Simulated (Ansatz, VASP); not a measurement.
## Two plane-wave programs on Si2Ni

File INCAR:

```
SYSTEM = Si2Ni
PREC = Accurate
ENCUT = 520
EDIFF = 1E-7
ISMEAR = -1
SIGMA = 0.05
LREAL = .False.
LASPH = .True.
NELM = 80
ALGO = Normal
ISIF = 2
LWAVE = .False.
LCHARG = .False.
GGA = CA
NBANDS = 16
```

KPOINTS

```
Automatic mesh
0
Gamma
  11 11 11
  0 0 0
```

File POSCAR:

```
Si2Ni
1.0
    0.0000000000      2.5635435871      2.5635435871
    2.5635435871      0.0000000000      2.5635435871
    2.5635435871      2.5635435871      0.0000000000
Ni Si
1 2
Direct
    0.0000000000      0.0000000000      0.0000000000
    0.2500000000      0.2500000000      0.2500000000
    0.7500000000      0.7500000000      0.7500000000
```

Input for Ansatz:

```yaml
crystal:
  lattice:
    - [0.0, 2.5635435871, 2.5635435871]
    - [2.5635435871, 0.0, 2.5635435871]
    - [2.5635435871, 2.5635435871, 0.0]
  atoms:
    - { symbol: Ni, position: [0.0, 0.0, 0.0] }
    - { symbol: Si, position: [0.25, 0.25, 0.25] }
    - { symbol: Si, position: [0.75, 0.75, 0.75] }
kpoints:
  mp_grid: { grid: [11, 11, 11] }
scf:
  occupations: { method: fermi_dirac, width: 0.05 }
hamiltonian:
  xc: lda
  pseudopotentials: { kind: paw, core: large }
output:
  forces: true
  stress: true
  eigenvalues: true
```

Change from the starting cell: volume scaled by 0.88, PAW files, core large.

Alike in both runs: task single point; functional LDA; k mesh 11 × 11 × 11; occupations fermi-dirac, width 0.05 eV; no spin polarisation.

```csv
,VASP,Ansatz
version,VASP 6.6.1,Ansatz 0.2.0
potentials or method,"VASP PAW LDA potentials, release 64 (Ni, Si)","PAW with other files of Ansatz's library (core large), scalar-relativistic"
plane-wave cutoff (eV),520,420
valence electrons in the cell,18,26
```

```tsv
	VASP	Ansatz	Ansatz less VASP
pressure (GPa)	29.0	28.8	-0.17
```

LDA's correlation is that of Perdew and Zunger in VASP and of Perdew and Wang (1992) in Ansatz. Both programs put the cell under a high pressure, so it lies far from rest at this level. VASP's potentials hold 18 valence electrons a cell and Ansatz's 26, so a difference there can come from the potentials and not from the codes. Ansatz's warnings: datasets by core.
